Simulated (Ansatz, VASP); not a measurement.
One calculation of Si2W, two programs

```
Si W
1.0
    -1.63750    1.63750    4.01727
     1.63750   -1.63750    4.01727
     1.63750    1.63750   -4.01727
Si W
2 1
Direct
  0.33300 0.33300 0.00000
  0.66700 0.66700 0.00000
  0.00000 0.00000 0.00000
```

Change from the starting cell: volume scaled by 1.06.

Alike in both runs: task single point; functional PBEsol; k mesh 18 × 18 × 18; occupations fermi-dirac, width 0.03 eV; no spin polarisation.

```csv
,VASP,Ansatz
version,VASP 6.6.1,Ansatz 0.2.0
potentials or method,"VASP PAW PBE potentials, release 64 (Si, W_sv), cutoff 520 eV","all-electron LAPW, scalar-relativistic"
```

```tsv
	VASP	Ansatz	Ansatz less VASP
pressure (GPa)	-14.6	-14.8	-0.18
traceless stress, the component that is largest in VASP (GPa)	-2.59	-2.57	+0.021
rms of the force components (eV/Å)	0.179	0.181	+0.0021
```

VASP's potentials were made for PBE, not for PBEsol. Atom by atom the forces differ by 0.002 eV/Å (rms over components). Ansatz ran all-electron here, and VASP with PAW potentials.

Neither program's run includes spin-orbit coupling.
